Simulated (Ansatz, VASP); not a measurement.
## Two plane-wave programs on P

```
P
1.0
     3.69511   -0.01819   -0.01245
     2.08130    3.05325   -0.01245
     2.08130    1.09356    2.85073
P
2
Cartesian
  1.7813 0.9359 0.6406
  6.0764 3.1927 2.1852
```

Alike in both runs: functional BLYP; dispersion D3(BJ); k mesh 6 × 6 × 6; occupations fermi-dirac, width 0.05 eV; no spin polarisation.

Ansatz relaxed the structure, and its values are those at the end. VASP's run is a single point on that final structure, the one shown.

|  | VASP | Ansatz |
| --- | --- | --- |
| version | VASP 6.6.1 | Ansatz 0.2.0 |
| potentials or method | VASP PAW PBE potentials, release 64 (P) | plane waves, PAW |
| plane-wave cutoff (eV) | 520 | 420 |
| valence electrons in the cell | 10 | 10 |

|  | VASP | Ansatz | Ansatz less VASP |
| --- | --- | --- | --- |
| pressure (GPa) | 0.0 | 0.0 | -0.02 |
| rms of the force components (eV/Å) | 0.018 | 0.002 | -0.0160 |

VASP's potentials were made for PBE, not for BLYP.

The k mesh is coarse, so the values compare programs but aren't converged.
